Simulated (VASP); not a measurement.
# Zr (P6_3/mmc) in VASP: a series of runs

Zr is run at these levels: PBEsol; tasks: single point.

Program: VASP 6.6.1. These are calculated values, not measurements. Logs are shortened: lines on timing, memory, paths and dates and some standing lists are left out, and cuts for length are marked.

## Step 1: The cell of the first run

The structure is hexagonal, space group P6_3/mmc (No. 194). The conventional cell has a = 3.186 Å, b = 3.186 Å, c = 5.112 Å, α = 90.00°, β = 90.00°, γ = 120.00°. Zr (site symmetry -6m2) has 12 Zr at 3.15 to 3.19 Å within 4.1 Å.

## Step 2: Single point, PBEsol

The input, INCAR:

```
ALGO = Fast
EDIFF = 1E-6
ENCUT = 520
GGA = PS
ISIF = 2
ISMEAR = 0
LASPH = T
LCHARG = F
LREAL = F
LWAVE = F
NBANDS = 19
NELM = 80
PREC = Accurate
SIGMA = 0.1
```

The input, KPOINTS:

```
k-points
0
Gamma
  18 18 8
```

The input, POSCAR:

```
Zr
1.0
    3.1858487753      0.0000000000      0.0000000000
   -1.5929243876      2.7590259720      0.0000000000
    0.0000000000      0.0000000000      5.1118890895
Zr
2
Direct
    0.3333333333      0.6666666667      0.2500000000
    0.6666666667      0.3333333333      0.7500000000
```

Potentials or basis: VASP PAW PBE potentials, release 64 (Zr_sv).

Run with:

```bash
> cat potpaw_PBE.64/Zr_sv/POTCAR > POTCAR
> mpirun -np 1 vasp_std > vasp.out
```

OUTCAR:

```text
EDIFF = 1E-6
   ENCUT = 520
   GGA = PS
   ISIF = 2
   ISMEAR = 0
   LASPH = T
   LREAL = F
   NELM = 80
   PREC = Accurate

 ion  position               nearest neighbor table
   1  0.333  0.667  0.250-   2 3.15   2 3.15   2 3.15   2 3.15   2 3.15   2 3.15
   2  0.667  0.333  0.750-   1 3.15   1 3.15   1 3.15   1 3.15   1 3.15   1 3.15

  LATTYP: Found a hexagonal cell.
 ALAT       =     3.1858487753
 C/A-ratio  =     1.6045611233

  Lattice vectors:

 A1 = (   3.1858487753,   0.0000000000,   0.0000000000)
 A2 = (  -1.5929243876,   2.7590259720,   0.0000000000)
 A3 = (   0.0000000000,   0.0000000000,   5.1118890895)

Analysis of symmetry for initial positions (statically):
=====================================================================
 Subroutine PRICEL returns:
 Original cell was already a primitive cell.

 Routine SETGRP: Setting up the symmetry group for a
 hexagonal supercell.

 Subroutine GETGRP returns: Found 24 space group operations
 (whereof 12 operations were pure point group operations)
 out of a pool of 24 trial point group operations.

The static configuration has the point symmetry D_3d.
 The point group associated with its full space group is D_6h.

Analysis of symmetry for dynamics (positions and initial velocities):
=====================================================================
 Subroutine PRICEL returns:
 Original cell was already a primitive cell.

 Routine SETGRP: Setting up the symmetry group for a
 hexagonal supercell.

 Subroutine GETGRP returns: Found 24 space group operations
 (whereof 12 operations were pure point group operations)
 out of a pool of 24 trial point group operations.

The dynamic configuration has the point symmetry D_3d.
 The point group associated with its full space group is D_6h.

 Subroutine INISYM returns: Found 24 space group operations
 (whereof 12 operations are pure point group operations),
 and found     1 'primitive' translations

----------------------------------------------------------------------------------------

                                     Primitive cell

  volume of cell :      44.9327

  direct lattice vectors                    reciprocal lattice vectors
     3.185848775  0.000000000  0.000000000     0.313888094  0.181223376  0.000000000
    -1.592924388  2.759025972  0.000000000     0.000000000  0.362446751  0.000000000
     0.000000000  0.000000000  5.111889089     0.000000000  0.000000000  0.195622398

  length of vectors
     3.185848775  3.185848775  5.111889089     0.362446751  0.362446751  0.195622398

  position of ions in fractional coordinates (direct lattice)
     0.333333333  0.666666667  0.250000000
     0.666666667  0.333333333  0.750000000

  ion indices of the primitive-cell ions
   primitive index   ion index
                 1           1
                 2           2

----------------------------------------------------------------------------------------

 KPOINTS: k-points

Automatic generation of k-mesh.
 Grid dimensions read from file:
 generate k-points for:   18   18    8

 Generating k-lattice:

  Cartesian coordinates                     Fractional coordinates (reciprocal lattice)
     0.017438227  0.010067965  0.000000000     0.055555556 -0.000000000  0.000000000
     0.000000000  0.020135931  0.000000000     0.000000000  0.055555556  0.000000000
     0.000000000  0.000000000  0.024452800     0.000000000  0.000000000  0.125000000

  Length of vectors
     0.020135931  0.020135931  0.024452800

  Shift w.r.t. Gamma in fractional coordinates (k-lattice)
     0.000000000  0.000000000  0.000000000

 Subroutine IBZKPT returns following result:
 ===========================================

 Found    185 irreducible k-points:

 Following reciprocal coordinates:
            Coordinates               Weight
  0.000000  0.000000  0.000000      1.000000
  0.055556 -0.000000  0.000000      6.000000
  0.111111 -0.000000  0.000000      6.000000
  0.166667 -0.000000  0.000000      6.000000
  0.222222 -0.000000  0.000000      6.000000
  0.277778 -0.000000  0.000000      6.000000
[... 16 lines left out ...]
  0.333333  0.111111  0.000000     12.000000
  0.388889  0.111111  0.000000     12.000000
 [... further k-points ...]
   k-points           NKPTS =    185   k-points in BZ     NKDIM =    185   number of bands    NBANDS=     19
   number of dos      NEDOS =    301   number of ions     NIONS =      2
   total plane-waves  NPLWV =  23040
   dimension x,y,z NGX =    24 NGY =   24 NGZ =   40
   dimension x,y,z NGXF=    48 NGYF=   48 NGZF=   80
   ions per type =               2
   NGX,Y,Z   is equivalent  to a cutoff of  12.52, 12.52, 13.01 a.u.
   NGXF,Y,Z  is equivalent  to a cutoff of  25.05, 25.05, 26.02 a.u.
 SYSTEM =  unknown system
   PREC   = accura    normal or accurate (medium, high low for compatibility)
   ISTART =      0    job   : 0-new  1-cont  2-samecut
   ICHARG =      2    charge: 1-file 2-atom 10-const
   ISPIN  =      1    spin polarized calculation?
   LNONCOLLINEAR =      F non collinear calculations
   LSORBIT =      F    spin-orbit coupling
   LASPH  =      T    aspherical Exc in radial PAW
   ENCUT  =  520.0 eV  38.22 Ry    6.18 a.u.   5.92  5.92  9.50*2*pi/ulx,y,z
   NELM   =     80;   NELMIN=  2; NELMDL= -5     # of ELM steps
   EDIFF  = 0.1E-05   stopping-criterion for ELM
   LREAL  =      F    real-space projection
   EDIFFG = 0.1E-04   stopping-criterion for IOM
   NSW    =      0    number of steps for IOM
   IBRION =     -1    ionic relax: 0-MD 1-quasi-New 2-CG
   NFREE  =      0    steps in history (QN), initial steepest desc. (CG)
   ISIF   =      2    stress and relaxation
   ISYM   =      2    0-nonsym 1-usesym 2-fastsym
   POTIM  = 0.5000    time-step for ionic-motion
   TEBEG  =    0.0;   TEEND  =   0.0 temperature during run
   PSTRESS=    0.0 pullay stress
   NELECT =      24.0000    total number of electrons
   NUPDOWN=      -1.0000    fix difference up-down
   EMIN   =  10.00;   EMAX   =-10.00  energy-range for DOS
   EFERMI =   0.00;   METHOD = LEGACY
   ISMEAR =     0;   SIGMA  =   0.10  broadening in eV -4-tet -1-fermi 0-gaus
   EFERMI_NEDOS =   21; number of points for ismear=-14 and -15
   IALGO  =     68    algorithm
   IMIX   =      4    mixing-type and parameters
     AMIX     =   0.40;   BMIX     =  1.00
     AMIX_MAG =   1.60;   BMIX_MAG =  1.00
  volume/ion in A,a.u.               =      22.47       151.61
  Fermi-wavevector in a.u.,A,eV,Ry     =   1.328285  2.510094 24.005301  1.764340
  Thomas-Fermi vector in A             =   2.457534
   LORBIT       =      0    0 simple, 1 ext, 2 COOP (PROOUT), +10 PAW based schemes
   GGA     = PS    functional components
   LHFCALC =     F    Hartree Fock is set to
   AEXX    =    0.0000 exact exchange contribution
   IVDW    =     0    specifies the selected vdW correction
   LEPSILON=     F    determine dielectric tensor
   LRPA    =     F    only Hartree local field effects (RPA)
 non-spin polarized calculation
 RMM-DIIS sequential band-by-band and
 Gauss-broadening in eV      SIGMA  =   0.10
  energy-cutoff  :      520.00
  volume of cell :       44.93
 maximum number of plane-waves:      1228
 NGX is ok and might be reduce to    24
   NGX = 11   NGY = 11   NGZ = 19

 number of electron      24.0000000 magnetization

 Free energy of the ion-electron system (eV)
  ---------------------------------------------------
  ext. energy  EPLUGINS =         0.00000000
  ---------------------------------------------------
  free energy    TOTEN  =       -18.16696169 eV

  energy without entropy =      -18.15601554  energy(sigma->0) =      -18.16148861

 E-fermi :   9.2684     XC(G=0): -11.3664

 val. band max:        9.2673156865   @ k =   0.2778   0.2222   0.5000
 cond. band min:       9.2744754367   @ k =   0.0000   0.0000   0.5000
 fundamental gap:      0.0071597502
 Fermi energy:         9.2684469945

 k-point     1 :       0.0000    0.0000    0.0000
  band No.  band energies     occupation
      1     -39.4019      2.00000
      2     -39.2259      2.00000
      3     -18.0142      2.00000
      4     -17.0327      2.00000
      5     -17.0327      2.00000
      6     -16.8909      2.00000
[... 11 lines left out ...]
     18      11.5156      0.00000
     19      13.8898      0.00000

 k-point     2 :       0.0556   -0.0000    0.0000
  band No.  band energies     occupation
      1     -39.3977      2.00000
      2     -39.2241      2.00000
      3     -18.0035      2.00000
      4     -17.0573      2.00000
      5     -17.0406      2.00000
      6     -16.9051      2.00000
[... 11 lines left out ...]
     18      11.4323      0.00000
     19      13.9548      0.00000

 k-point     3 :       0.1111   -0.0000    0.0000
  band No.  band energies     occupation
      1     -39.3856      2.00000
      2     -39.2188      2.00000
      3     -17.9720      2.00000
      4     -17.1281      2.00000
      5     -17.0632      2.00000
      6     -16.9778      2.00000
[... 11 lines left out ...]
     18      11.2170      0.00000
     19      14.1058      0.00000

 k-point     4 :       0.1667   -0.0000    0.0000
  band No.  band energies     occupation
      1     -39.3665      2.00000
      2     -39.2111      2.00000
      3     -17.9217      2.00000
      4     -17.2364      2.00000
      5     -17.0967      2.00000
      6     -17.0863      2.00000
[... 11 lines left out ...]
     18      11.5528      0.00000
     19      14.2892      0.00000

 k-point     5 :       0.2222   -0.0000    0.0000
  band No.  band energies     occupation
      1     -39.3425      2.00000
      2     -39.2022      2.00000
      3     -17.8557      2.00000
      4     -17.3689      2.00000
      5     -17.2151      2.00000
      6     -17.1365      2.00000
[... 11 lines left out ...]
     18      12.0662      0.00000
     19      14.4576      0.00000
[... 334 lines left out ...]
      2     -39.1914      2.00000
      3     -17.7530      2.00000
      4     -17.5041      2.00000
      5     -17.4079      2.00000
      6     -17.1795      2.00000
[... 11 lines left out ...]
     18      13.2056      0.00000
     19      14.4438      0.00000

 k-point    22 :       0.2778    0.1111    0.0000
  band No.  band energies     occupation
      1     -39.2815      2.00000
      2     -39.1859      2.00000
      3     -17.6718      2.00000
      4     -17.6258      2.00000
      5     -17.4931      2.00000
      6     -17.2374      2.00000
[... 11 lines left out ...]
     18      13.9744      0.00000
     19      14.5036      0.00000

 k-point    23 :       0.3333    0.1111    0.0000
  band No.  band energies     occupation
      1     -39.2585      2.00000
      2     -39.1833      2.00000
      3     -17.7242      2.00000
      4     -17.5927      2.00000
      5     -17.5613      2.00000
      6     -17.2840      2.00000
[... 11 lines left out ...]
     18      14.5412      0.00000
     19      14.7576      0.00000

 k-point    24 :       0.3889    0.1111    0.0000
  band No.  band energies     occupation
      1     -39.2415      2.00000
      2     -39.1836      2.00000
      3     -17.7879      2.00000
      4     -17.6057      2.00000
      5     -17.5286      2.00000
      6     -17.3139      2.00000
[... 11 lines left out ...]
     18      14.5607      0.00000
     19      15.4616      0.00000

 [... further k-points ...]
[... 5 lines left out ...]
  --------------------------------------------------------------------------------------
  -------------------------------------------------------------------------------------
  Total        0.0194231      0.0194231      0.0206687      0.0000000      0.0000000     -0.0000000
  in kB        0.6925748      0.6925748      0.7369883      0.0000000      0.0000000     -0.0000000
  external PRESSURE =       0.7073793 kB  Pullay stress =       0.0000000 kB

 VOLUME and BASIS-vectors are now :
 -----------------------------------------------------------------------------
  energy-cutoff  :      520.00
  volume of cell :       44.93
      direct lattice vectors                 reciprocal lattice vectors
     3.185848775  0.000000000  0.000000000     0.313888094  0.181223376  0.000000000
    -1.592924388  2.759025972  0.000000000     0.000000000  0.362446751  0.000000000
     0.000000000  0.000000000  5.111889089     0.000000000  0.000000000  0.195622398

 POSITION                                       TOTAL-FORCE (eV/Angst)
 -----------------------------------------------------------------------------------
     -0.00000      1.83935      1.27797         0.000000     -0.000000      0.000000
      1.59292      0.91968      3.83392        -0.000000      0.000000      0.000000
 -----------------------------------------------------------------------------------
    total drift:                                0.000000     -0.000000      0.000000

  FREE ENERGIE OF THE ION-ELECTRON SYSTEM (eV)
  ---------------------------------------------------
  free  energy   TOTEN  =       -18.1669616931 eV

  energy  without entropy=      -18.1560155362  energy(sigma->0) =      -18.16148861
```

Run time: 78 s. Hardware: 1 thread of Intel Xeon 6975P-C (Granite Rapids), shared host; peak memory 0.25 GiB.

Results:

```
Free energy            : -18.1670 eV
Pressure               : 0.1 GPa
Band gap on the k mesh : zero (band 12 reaches 10.22 eV, above the bottom of band 13 at 9.03 eV)
```

Caveat: the PAW data sets were made with another functional, which shifts forces and pressure a little.

## Step 3: Single point, PBEsol

This run uses another cell than the first one, of 22.41 Å³/atom, 0.998 times its volume.

The input, INCAR:

```
SYSTEM = Zr
ALGO     = Normal         ! electronic algorithm
EDIFF    = 1E-6           ! SCF threshold, eV
ENCUT    = 520            ! plane-wave cutoff, eV
GGA      = PS             ! functional
ISIF     = 2              ! what is computed and relaxed
ISMEAR   = 0              ! smearing method
LASPH    = .True.         ! aspherical terms in the spheres
LCHARG   = .True.         ! write CHGCAR
LELF     = .True.         ! ELF
LREAL    = .False.        ! projectors in reciprocal space
LVHAR    = .True.       
LWAVE    = .False.        ! write WAVECAR
NBANDS   = 19             ! bands
NELM     = 80             ! most SCF steps
PREC     = Accurate       ! precision mode
SIGMA    = 0.1            ! smearing width, eV
```

The input, KPOINTS:

```
k-points
0
Gamma
  6 6 4
  0 0 0
```

The input, POSCAR:

```
Zr
1.0
    3.1773156405      0.0000000000      0.0000000000
   -1.5886578202      2.7516360605      0.0000000000
    0.0000000000      0.0000000000      5.1270350594
Zr
2
Direct
    0.3333333333      0.6666666667      0.2500000000
    0.6666666667      0.3333333333      0.7500000000
```

Potentials or basis: VASP PAW PBE potentials, release 64 (Zr_sv).

Run with:

```bash
> cat potpaw_PBE.64/Zr_sv/POTCAR > POTCAR
> mpirun -np 1 vasp_std > vasp.out
```

It took 19 s on 1 thread of Intel Xeon Platinum 8259CL at 2.50GHz (Skylake/Cascade Lake), shared host; peak memory 0.16 GiB.

Results (log left out):

```yaml
Free_energy: -18.1624 eV
Pressure: 0.1 GPa
Band_gap_on_the_k_mesh: zero (band 12 reaches 10.18 eV, above the bottom of band 13 at 9.31 eV)
```

Levels at points of the mesh, in eV from the Fermi level:
```csv
k point,band 8,band 9,band 10,band 11,band 12,band 13,band 14,band 15,band 16,band 17
"(0.00, 0.00, 0.00)",-26.16,-5.78,-3.19,0.85,0.85,0.87,1.19,1.55,1.55,2.26
"(0.50, 0.00, 0.00)",-26.29,-2.74,-2.61,-2.32,-0.12,0.56,0.71,1.43,5.19,5.48
"(0.00, 0.00, 0.50)",-26.24,-4.05,-4.05,-0.06,-0.06,0.77,0.77,0.77,0.77,4.08
"(0.50, 0.00, 0.50)",-26.43,-3.03,-3.03,-1.21,-1.21,1.75,1.75,2.29,2.29,5.42
```

Caveat: the k points lie up to 0.38 Å⁻¹ apart; the PAW data sets were made with another functional, which shifts forces and pressure a little.
